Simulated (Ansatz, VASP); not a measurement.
# MgO in VASP and in Ansatz

```
Mg O
1.0
     3.38050    0.00000    0.00000
    -1.69025    2.92760    0.00000
     0.00000    0.00000    4.28180
Mg O
2 2
Direct
  0.66667 0.33333 0.75000
  0.33333 0.66667 0.25000
  0.66667 0.33333 0.25000
  0.33333 0.66667 0.75000
```

Alike in both runs: task single point; functional PBE; k mesh 9 × 9 × 6; occupations gaussian, width 0.05 eV; no spin polarisation.

|  | VASP | Ansatz |
| --- | --- | --- |
| version | VASP 6.6.1 | Ansatz 0.2.0 |
| potentials or method | VASP PAW PBE potentials, release 64 (Mg, O), cutoff 520 eV | scalar-relativistic, plane waves, PAW |
| valence electrons in the cell | 16 | 32 |

```csv
,VASP,Ansatz,Ansatz less VASP
gap on the k mesh at the Fermi level (eV),3.58,3.60,+0.021
least direct gap on the mesh (eV),3.58,3.60,+0.021
pressure (GPa),10.2,10.8,+0.53
"traceless stress, the component that is largest in VASP (GPa)",-6.93,-6.72,+0.208
```

VASP's potentials hold 16 valence electrons a cell and Ansatz's 32, so a difference there can come from the potentials and not from the codes.
